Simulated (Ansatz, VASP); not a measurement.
## BN: VASP beside Ansatz

File INCAR:

```
PREC     = Accurate       # precision mode
ENCUT    = 600            # plane-wave cutoff, eV
EDIFF    = 1E-6           # SCF threshold, eV
ISMEAR   = 0              # smearing method
SIGMA    = 0.05           # smearing width, eV
LREAL    = F              # projectors in reciprocal space
LASPH    = T              # aspherical terms in the spheres
NELM     = 120            # most SCF steps
ALGO     = Normal         # electronic algorithm
ISIF     = 2              # what is computed and relaxed
LWAVE    = F              # write WAVECAR
LCHARG   = F              # write CHGCAR
GGA      = PE             # functional
NBANDS   = 11             # bands
GGA_COMPAT= F
```

File KPOINTS:

```
Automatic mesh
0
Gamma
  12 12 12
```

The input POSCAR:

```
BN
1.0
    0.0000000000      1.8848424539      1.7398545729
    1.8848424539      0.0000000000      1.7398545729
    1.8848424539      1.8848424539      0.0000000000
B N
1 1
Direct
    0.0000000000      0.0000000000      0.0000000000
    0.7500000000      0.7500000000      0.7500000000
```

Input for Ansatz:

```yaml
crystal:
  lattice:
    - [0.0, 1.8848424539, 1.7398545729]
    - [1.8848424539, 0.0, 1.7398545729]
    - [1.8848424539, 1.8848424539, 0.0]
  atoms:
    - { symbol: B, position: [0.0, 0.0, 0.0] }
    - { symbol: "N", position: [0.75, 0.75, 0.75] }
basis:
  ecutwfc: 420
kpoints:
  mp_grid: { grid: [12, 12, 12] }
hamiltonian:
  xc: pbe
scf:
  occupations: { method: gaussian, width: 0.05 }
output:
  forces: true
  stress: true
  eigenvalues: true
```

Change from the starting cell: strain +0.040 along x and y, -0.040 along z, atoms carried along.

Alike in both runs: task single point; functional PBE; k mesh 12 × 12 × 12; occupations gaussian, width 0.05 eV; no spin polarisation.

|  | VASP | Ansatz |
| --- | --- | --- |
| version | VASP 6.6.1 | Ansatz 0.2.0 |
| potentials or method | VASP PAW PBE potentials, release 64 (B, N), cutoff 600 eV | scalar-relativistic, plane waves, PAW |
| valence electrons in the cell | 8 | 8 |

Ansatz gave:

```
gap on the k mesh at the Fermi level (eV)                     : 3.16
least direct gap on the mesh (eV)                             : 7.85
pressure (GPa)                                                : -13.1
traceless stress, the component that is largest in VASP (GPa) : 28.03
```

Q: What did VASP give for the same quantities?

A: gap on the k mesh at the Fermi level (eV): 3.15; least direct gap on the mesh (eV): 7.84; pressure (GPa): -13.3; traceless stress, the component that is largest in VASP (GPa): 28.06.
